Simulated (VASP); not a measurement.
# Ag (P6_3/mmc) in VASP: a series of runs

Runs on Ag. Level: r2SCAN. Tasks: single point.

Everything below comes from runs of VASP 6.6.1. Logs are shortened: lines on timing, memory, paths and dates and some standing lists are left out, and cuts for length are marked.

### 1 The cell of the first run

Symmetry: P6_3/mmc, No. 194, hexagonal system. The conventional cell has a = 2.930 Å, b = 2.930 Å, c = 4.790 Å, α = 90.00°, β = 90.00°, γ = 120.00°. Ag (site symmetry -6m2) has 12 Ag at 2.93 Å within 3.9 Å.

### 2 Single point, r2SCAN

The input, POSCAR:

```
Ag
1.0
    2.9299980804      0.0000000000      0.0000000000
   -1.4649990402      2.5374527707      0.0000000000
    0.0000000000      0.0000000000      4.7900000000
Ag
2
Direct
    0.3333333333      0.6666666667      0.2500000000
    0.6666666667      0.3333333333      0.7500000000
```

The input, INCAR.step1:

```
PREC = Accurate
ENCUT = 520
ISMEAR = 0
SIGMA = 0.1
LREAL = False
LASPH = True
NELM = 80
NBANDS = 18
GGA = PE
ALGO = Normal
EDIFF = 1E-4
LWAVE = True
LCHARG = False
```

The input, INCAR.step2:

```
PREC = Accurate
ENCUT = 520
EDIFF = 1E-6
ISMEAR = 0
SIGMA = 0.1
LREAL = False
LASPH = True
NELM = 80
ALGO = Normal
ISIF = 2
LWAVE = False
LCHARG = False
METAGGA = R2SCAN
LMIXTAU = True
NBANDS = 18
ISTART = 1
```

The input, KPOINTS:

```
Automatic mesh
0
Gamma
  6 6 4
```

Potentials or basis: VASP PAW PBE potentials, release 64 (Ag).

The run is started by

```sh
$ cat potpaw_PBE.64/Ag/POTCAR > POTCAR
$ cp INCAR.step1 INCAR
$ mpirun -np 1 vasp_std > vasp.out
$ cp INCAR.step2 INCAR
$ mpirun -np 1 vasp_std > vasp.out
```

OUTCAR:

```text
PREC = Accurate
   ENCUT = 520
   EDIFF = 1E-6
   ISMEAR = 0
   LREAL = False
   LASPH = True
   NELM = 80
   ISIF = 2
   METAGGA = R2SCAN
   ISTART = 1

 ion  position               nearest neighbor table
   1  0.333  0.667  0.250-   2 2.93   2 2.93   2 2.93   2 2.93   2 2.93   2 2.93
   2  0.667  0.333  0.750-   1 2.93   1 2.93   1 2.93   1 2.93   1 2.93   1 2.93

  LATTYP: Found a hexagonal cell.
 ALAT       =     2.9299980804
 C/A-ratio  =     1.6348133577

  Lattice vectors:

 A1 = (   2.9299980804,   0.0000000000,   0.0000000000)
 A2 = (  -1.4649990402,   2.5374527707,   0.0000000000)
 A3 = (   0.0000000000,   0.0000000000,   4.7900000000)

Analysis of symmetry for initial positions (statically):
=====================================================================
 Subroutine PRICEL returns:
 Original cell was already a primitive cell.

 Routine SETGRP: Setting up the symmetry group for a
 hexagonal supercell.

 Subroutine GETGRP returns: Found 24 space group operations
 (whereof 12 operations were pure point group operations)
 out of a pool of 24 trial point group operations.

The static configuration has the point symmetry D_3d.
 The point group associated with its full space group is D_6h.

Analysis of symmetry for dynamics (positions and initial velocities):
=====================================================================
 Subroutine PRICEL returns:
 Original cell was already a primitive cell.

 Routine SETGRP: Setting up the symmetry group for a
 hexagonal supercell.

 Subroutine GETGRP returns: Found 24 space group operations
 (whereof 12 operations were pure point group operations)
 out of a pool of 24 trial point group operations.

The dynamic configuration has the point symmetry D_3d.
 The point group associated with its full space group is D_6h.

 Subroutine INISYM returns: Found 24 space group operations
 (whereof 12 operations are pure point group operations),
 and found     1 'primitive' translations

----------------------------------------------------------------------------------------

                                     Primitive cell

  volume of cell :      35.6124

  direct lattice vectors                    reciprocal lattice vectors
     2.929998080  0.000000000  0.000000000     0.341297152  0.197048003  0.000000000
    -1.464999040  2.537452771  0.000000000     0.000000000  0.394096005  0.000000000
     0.000000000  0.000000000  4.790000000     0.000000000  0.000000000  0.208768267

  length of vectors
     2.929998080  2.929998080  4.790000000     0.394096005  0.394096005  0.208768267

  position of ions in fractional coordinates (direct lattice)
     0.333333333  0.666666667  0.250000000
     0.666666667  0.333333333  0.750000000

  ion indices of the primitive-cell ions
   primitive index   ion index
                 1           1
                 2           2

----------------------------------------------------------------------------------------

 KPOINTS: Automatic mesh

Automatic generation of k-mesh.
 Grid dimensions read from file:
 generate k-points for:    6    6    4

 Generating k-lattice:

  Cartesian coordinates                     Fractional coordinates (reciprocal lattice)
     0.056882859  0.032841334  0.000000000     0.166666667  0.000000000  0.000000000
     0.000000000  0.065682668  0.000000000     0.000000000  0.166666667  0.000000000
     0.000000000  0.000000000  0.052192067     0.000000000  0.000000000  0.250000000

  Length of vectors
     0.065682668  0.065682668  0.052192067

  Shift w.r.t. Gamma in fractional coordinates (k-lattice)
     0.000000000  0.000000000  0.000000000

 Subroutine IBZKPT returns following result:
 ===========================================

 Found     21 irreducible k-points:

 Following reciprocal coordinates:
            Coordinates               Weight
  0.000000  0.000000  0.000000      1.000000
  0.166667 -0.000000  0.000000      6.000000
  0.333333  0.000000  0.000000      6.000000
  0.500000  0.000000  0.000000      3.000000
  0.166667  0.166667  0.000000      6.000000
  0.333333  0.166667  0.000000     12.000000
[... 13 lines left out ...]
  0.333333  0.166667  0.500000     12.000000
  0.333333  0.333333  0.500000      2.000000
   k-points           NKPTS =     21   k-points in BZ     NKDIM =     21   number of bands    NBANDS=     18
   number of dos      NEDOS =    301   number of ions     NIONS =      2
   total plane-waves  NPLWV =  20736
   dimension x,y,z NGX =    24 NGY =   24 NGZ =   36
   dimension x,y,z NGXF=    48 NGYF=   48 NGZF=   72
   ions per type =               2
   NGX,Y,Z   is equivalent  to a cutoff of  13.62, 13.62, 12.49 a.u.
   NGXF,Y,Z  is equivalent  to a cutoff of  27.23, 27.23, 24.99 a.u.
 SYSTEM =  unknown system
   PREC   = accura    normal or accurate (medium, high low for compatibility)
   ISTART =      1    job   : 0-new  1-cont  2-samecut
   ICHARG =      0    charge: 1-file 2-atom 10-const
[... 94 lines left out ...]
[... 10 lines left out ...]
     17      21.3943      0.00000
     18      25.0191      0.00000

 k-point     4 :       0.5000    0.0000    0.0000
  band No.  band energies     occupation
      1       1.4351      2.00000
      2       1.7733      2.00000
      3       1.7978      2.00000
      4       2.8664      2.00000
      5       3.1937      2.00000
      6       3.3852      2.00000
[... 10 lines left out ...]
     17      18.7592      0.00000
     18      24.1483      0.00000

 k-point     5 :       0.1667    0.1667    0.0000
  band No.  band energies     occupation
      1       1.9350      2.00000
      2       2.0934      2.00000
      3       2.4067      2.00000
      4       2.4417      2.00000
      5       2.9378      2.00000
      6       3.0821      2.00000
[... 10 lines left out ...]
     17      24.1910      0.00000
     18      24.6693      0.00000

 k-point     6 :       0.3333    0.1667    0.0000
  band No.  band energies     occupation
      1       1.8454      2.00000
      2       1.8817      2.00000
      3       2.1227      2.00000
      4       2.8087      2.00000
      5       3.1816      2.00000
      6       3.1963      2.00000
[... 10 lines left out ...]
     17      19.6977      0.00000
     18      22.4785      0.00000

 k-point     7 :       0.3333    0.3333    0.0000
  band No.  band energies     occupation
      1       1.8112      2.00000
      2       2.3591      2.00000
      3       2.3591      2.00000
      4       2.7294      2.00000
      5       2.9038      2.00000
      6       2.9038      2.00000
[... 10 lines left out ...]
     17      18.6155      0.00000
     18      18.6155      0.00000

 k-point     8 :       0.0000    0.0000    0.2500
  band No.  band energies     occupation
      1       0.6892      2.00000
      2       1.4984      2.00000
      3       2.7974      2.00000
      4       2.8841      2.00000
      5       2.8841      2.00000
      6       3.0787      2.00000
[... 10 lines left out ...]
     17      26.4781      0.00000
     18      26.4781      0.00000
[... 166 lines left out ...]
     17      25.1858      0.00000
     18      25.1858      0.00000

 k-point    17 :       0.3333    0.0000    0.5000
  band No.  band energies     occupation
      1       1.7484      2.00000
      2       1.7484      2.00000
      3       2.2802      2.00000
      4       2.2802      2.00000
      5       3.6217      2.00000
      6       3.6217      2.00000
[... 10 lines left out ...]
     17      22.7809      0.00000
     18      22.7809      0.00000

 k-point    18 :       0.5000    0.0000    0.5000
  band No.  band energies     occupation
      1       1.5125      2.00000
      2       1.5125      2.00000
      3       2.0987      2.00000
      4       2.0987      2.00000
      5       3.6572      2.00000
      6       3.6572      2.00000
[... 10 lines left out ...]
     17      22.2736      0.00000
     18      22.2736      0.00000

 k-point    19 :       0.1667    0.1667    0.5000
  band No.  band energies     occupation
      1       2.0574      2.00000
      2       2.0574      2.00000
      3       2.7305      2.00000
      4       2.7305      2.00000
      5       2.7967      2.00000
      6       2.7967      2.00000
[... 10 lines left out ...]
     17      20.8342      0.00000
     18      20.8342      0.00000

 k-point    20 :       0.3333    0.1667    0.5000
  band No.  band energies     occupation
      1       1.8258      2.00000
      2       1.8258      2.00000
      3       2.3765      2.00000
      4       2.3765      2.00000
      5       3.3320      2.00000
      6       3.3320      2.00000
[... 10 lines left out ...]
     17      22.5842      0.00000
     18      22.5842      0.00000

 k-point    21 :       0.3333    0.3333    0.5000
  band No.  band energies     occupation
      1       2.1242      2.00000
      2       2.1242      2.00000
      3       2.5447      2.00000
      4       2.5447      2.00000
      5       3.0706      2.00000
      6       3.0706      2.00000
[... 10 lines left out ...]
     17      24.6890      0.00000
     18      24.6890      0.00000

------------------------ aborting loop because EDIFF is reached ----------------------------------------

  FORCE on cell =-STRESS in cart. coord.  units (eV):
  Direction    XX          YY          ZZ          XY          YZ          ZX
  --------------------------------------------------------------------------------------
  -------------------------------------------------------------------------------------
  Total       -0.1892488     -0.1892488     -0.8762605      0.0000000      0.0000000      0.0000000
  in kB       -8.5141808     -8.5141808    -39.4223940      0.0000000      0.0000000      0.0000000
  external PRESSURE =     -18.8169185 kB  Pullay stress =       0.0000000 kB

 VOLUME and BASIS-vectors are now :
 -----------------------------------------------------------------------------
  energy-cutoff  :      520.00
  volume of cell :       35.61
      direct lattice vectors                 reciprocal lattice vectors
     2.929998080  0.000000000  0.000000000     0.341297152  0.197048003  0.000000000
    -1.464999040  2.537452771  0.000000000     0.000000000  0.394096005  0.000000000
     0.000000000  0.000000000  4.790000000     0.000000000  0.000000000  0.208768267

 POSITION                                       TOTAL-FORCE (eV/Angst)
 -----------------------------------------------------------------------------------
     -0.00000      1.69164      1.19750         0.000000     -0.000000      0.000000
      1.46500      0.84582      3.59250        -0.000000      0.000000      0.000000
 -----------------------------------------------------------------------------------
    total drift:                               -0.000000      0.000000     -0.000000

  FREE ENERGIE OF THE ION-ELECTRON SYSTEM (eV)
  ---------------------------------------------------
  free  energy   TOTEN  =       -42.6635503392 eV

  energy  without entropy=      -42.6599020441  energy(sigma->0) =      -42.66172619
```

Run time: 46 s. Hardware: 1 thread of AMD EPYC 7R43 (Zen 3), shared host; peak memory 0.12 GiB.

What came out:

```yaml
Free_energy: -42.6636 eV
Pressure: -1.9 GPa
Band_gap_on_the_k_mesh: zero (band 11 reaches 11.99 eV, above the bottom of band 12 at 4.17 eV)
```

Caveat: the k points lie up to 0.41 Å⁻¹ apart; the PAW data sets were made with another functional, which shifts forces and pressure a little.

### 3 Single point, r2SCAN

This run uses another cell than the first one, of 17.33 Å³/atom, 0.973 times its volume.

The input, POSCAR:

```
Ag
1.0
    2.9036957661      0.0000000000      0.0000000000
   -1.4518478830      2.5146742983      0.0000000000
    0.0000000000      0.0000000000      4.7478463288
Ag
2
Direct
    0.3333333333      0.6666666667      0.2500000000
    0.6666666667      0.3333333333      0.7500000000
```

The input, INCAR.step1:

```
ALGO = Normal
EDIFF = 1E-4
ENCUT = 520
GGA = PE
ISMEAR = 0
LASPH = True
LCHARG = False
LREAL = False
LWAVE = True
NBANDS = 18
NELM = 80
PREC = Accurate
SIGMA = 0.1
```

The input, INCAR.step2:

```
ALGO = Normal
EDIFF = 1E-6
ENCUT = 520
ISIF = 2
ISMEAR = 0
ISTART = 1
LASPH = True
LCHARG = False
LMIXTAU = True
LREAL = False
LWAVE = False
METAGGA = R2SCAN
NBANDS = 18
NELM = 80
PREC = Accurate
SIGMA = 0.1
```

The input, KPOINTS:

```
k-points
0
Gamma
  12 12 7
```

Potentials or basis: VASP PAW PBE potentials, release 64 (Ag).

The run is started by

```sh
$ cat potpaw_PBE.64/Ag/POTCAR > POTCAR
$ cp INCAR.step1 INCAR
$ mpirun -np 1 vasp_std > vasp.out
$ cp INCAR.step2 INCAR
$ mpirun -np 1 vasp_std > vasp.out
```

It took 64 s on 1 thread of Intel Xeon 6975P-C, shared host; peak memory 0.19 GiB.

Results (log left out):

| Property | Result |
| --- | --- |
| Free energy | -42.6973 eV |
| Pressure | 0.3 GPa |
| Band gap on the k mesh | zero (band 11 reaches 12.33 eV, above the bottom of band 12 at 4.59 eV) |

Stress tensor (GPa, compression positive):
```
 0.75  0.00  0.00
 0.00  0.75  0.00
 0.00  0.00 -0.66
```

Levels at points of the mesh, in eV from the Fermi level:
```
           k point  band 9  band 10  band 11  band 12  band 13  band 14
(0.00, 0.00, 0.00)   -4.42    -3.42    -3.42    -0.31     3.58    16.24
(0.50, 0.00, 0.00)   -3.23    -3.14     0.12     1.55     7.11     7.35
```

Caveat: the PAW data sets were made with another functional, which shifts forces and pressure a little.

### 4 Single point, r2SCAN

This run uses another cell than the first one, of 17.33 Å³/atom, 0.973 times its volume.

The input, POSCAR:

```
Ag
1.0
    2.9036957664      0.0000000000      0.0000000000
   -1.4518478832      2.5146742985      0.0000000000
    0.0000000000      0.0000000000      4.7478463295
Ag
2
Direct
    0.3333333333      0.6666666667      0.2500000000
    0.6666666667      0.3333333333      0.7500000000
```

INCAR.step1: that of step 3 with these lines changed.

```diff
@@ -10,4 +10,4 @@
 NBANDS = 18
-NELM = 80
+NELM = 100
 PREC = Accurate
-SIGMA = 0.1
+SIGMA = 0.15
```

The input, INCAR.step2:

```
ALGO = Normal
EDIFF = 1E-7
ENCUT = 520
ISIF = 2
ISMEAR = 0
ISTART = 1
LASPH = True
LCHARG = False
LMIXTAU = True
LREAL = False
LWAVE = False
METAGGA = R2SCAN
NBANDS = 18
NELM = 100
PREC = Accurate
SIGMA = 0.15
```

The input, KPOINTS:

```
k-points
0
Gamma
  12 12 8
```

The run is started by

```sh
$ cat potpaw_PBE.64/Ag/POTCAR > POTCAR
$ cp INCAR.step1 INCAR
$ mpirun -np 1 vasp_std > vasp.out
$ cp INCAR.step2 INCAR
$ mpirun -np 1 vasp_std > vasp.out
```

It took 2 min on 1 thread of Intel Xeon 6975P-C, shared host; peak memory 0.2 GiB.

It converged, with:

| Property | Result |
| --- | --- |
| Free energy | -42.7076 eV |
| Pressure | 0.2 GPa |
| Band gap on the k mesh | zero (band 11 reaches 12.42 eV, above the bottom of band 12 at 4.49 eV) |

Stress tensor (GPa, compression positive):
```
 0.42  0.00  0.00
 0.00  0.42  0.00
 0.00  0.00 -0.17
```

Levels at points of the mesh, in eV from the Fermi level:
| k point | band 7 | band 8 | band 9 | band 10 | band 11 | band 12 | band 13 | band 14 | band 15 | band 16 |
| --- | --- | --- | --- | --- | --- | --- | --- | --- | --- | --- |
| (0.00, 0.00, 0.00) | -4.71 | -4.37 | -4.37 | -3.37 | -3.37 | -0.26 | 3.63 | 16.29 | 18.23 | 18.53 |
| (0.50, 0.00, 0.00) | -4.00 | -3.23 | -3.18 | -3.09 | 0.17 | 1.59 | 7.15 | 7.40 | 9.65 | 10.69 |
| (0.00, 0.00, 0.50) | -4.68 | -4.68 | -3.68 | -3.68 | -3.68 | -3.68 | 11.44 | 11.44 | 16.66 | 16.66 |
| (0.50, 0.00, 0.50) | -3.40 | -3.40 | -3.14 | -3.14 | 0.91 | 0.91 | 4.69 | 4.69 | 14.08 | 14.08 |

Caveat: the PAW data sets were made with another functional, which shifts forces and pressure a little.

### 5 Single point, r2SCAN

This run uses another cell than the first one: it holds 4 atoms, not 2.

The input, POSCAR:

```
Ag
1.0
    2.9036957664      0.0000000000      0.0000000000
   -1.4518478832      2.5146742985      0.0000000000
    0.0000000000      0.0000000000      9.4956926590
Ag
4
Direct
    0.3333333333      0.6666666667      0.1250000000
    0.3333333333      0.6666666667      0.6250000000
    0.6666666667      0.3333333333      0.3750000000
    0.6666666667      0.3333333333      0.8750000000
```

The input, INCAR.step1:

```
PREC = Accurate ; ENCUT = 520
ISMEAR = 0 ; SIGMA = 0.15
LREAL = False ; LASPH = True
NELM = 100 ; NBANDS = 30
GGA = PE ; ALGO = Normal
EDIFF = 1E-4 ; LWAVE = True
LCHARG = False
```

The input, INCAR.step2:

```
PREC = Accurate ; ENCUT = 520
EDIFF = 1E-7 ; ISMEAR = 0
SIGMA = 0.15 ; LREAL = False
LASPH = True ; NELM = 100
ALGO = Normal ; ISIF = 2
LWAVE = False ; LCHARG = True
METAGGA = R2SCAN ; LMIXTAU = True
LELF = True ; LVHAR = True
NBANDS = 30 ; ISTART = 1
```

The input, KPOINTS:

```
regular mesh
0
Gamma
  12 12 4
```

The run is started by

```sh
$ cat potpaw_PBE.64/Ag/POTCAR > POTCAR
$ cp INCAR.step1 INCAR
$ mpirun -np 1 vasp_std > vasp.out
$ cp INCAR.step2 INCAR
$ mpirun -np 1 vasp_std > vasp.out
```

It took 4.9 min on 1 thread of Intel Xeon 6975P-C, shared host; peak memory 0.26 GiB.

It converged, with:

| Item | Value |
| --- | --- |
| Free energy | -85.4152 eV |
| Pressure | 0.2 GPa |
| Band gap on the k mesh | zero (band 22 reaches 11.79 eV, above the bottom of band 23 at 4.79 eV) |

Stress tensor (GPa, compression positive):
```
 0.42  0.00  0.00
 0.00  0.42  0.00
 0.00  0.00 -0.17
```

Levels at points of the mesh, in eV from the Fermi level:
```
           k point  band 19  band 20  band 21  band 22  band 23  band 24  band 25  band 26
(0.00, 0.00, 0.00)    -3.68    -3.68    -3.68    -3.37    -3.37    -0.26     3.63    11.44
(0.50, 0.00, 0.00)    -3.14    -3.09     0.17     0.91     0.91     1.59     4.69     4.69
(0.00, 0.00, 0.50)    -3.42    -3.42    -3.42    -3.42    -2.44    -2.44     6.63     6.63
(0.50, 0.00, 0.50)    -3.11    -3.11     0.26     0.26     1.48     1.48     5.60     5.60
```

Caveat: the PAW data sets were made with another functional, which shifts forces and pressure a little.

### 6 The runs side by side

| cell | k mesh | smearing | gap on the mesh (eV) | pressure (GPa) |
| --- | --- | --- | --- | --- |
| a = 2.930, b = 2.930, c = 4.790 Å, angles 90.0, 90.0, 120.0°, 2 atoms | 6 × 6 × 4 | gaussian 0.1 eV | none | -1.9 |
| a = 2.904, b = 2.904, c = 4.748 Å, angles 90.0, 90.0, 120.0°, 2 atoms | 12 × 12 × 7 | gaussian 0.1 eV | none | 0.3 |
| a = 2.904, b = 2.904, c = 4.748 Å, angles 90.0, 90.0, 120.0°, 2 atoms | 12 × 12 × 8 | gaussian 0.15 eV | none | 0.2 |
| a = 2.904, b = 2.904, c = 9.496 Å, angles 90.0, 90.0, 120.0°, 4 atoms | 12 × 12 × 4 | gaussian 0.15 eV | none | 0.2 |

Alike in all rows: task single point; level r2SCAN; potentials or basis VASP PAW PBE potentials, release 64 (Ag); no spin polarisation; cutoff (eV) 520.

Caveats: some runs use coarse meshes; the PAW data sets were made with another functional, which shifts forces and pressure a little.

Absolute energies hang on the potentials; compare differences alone.
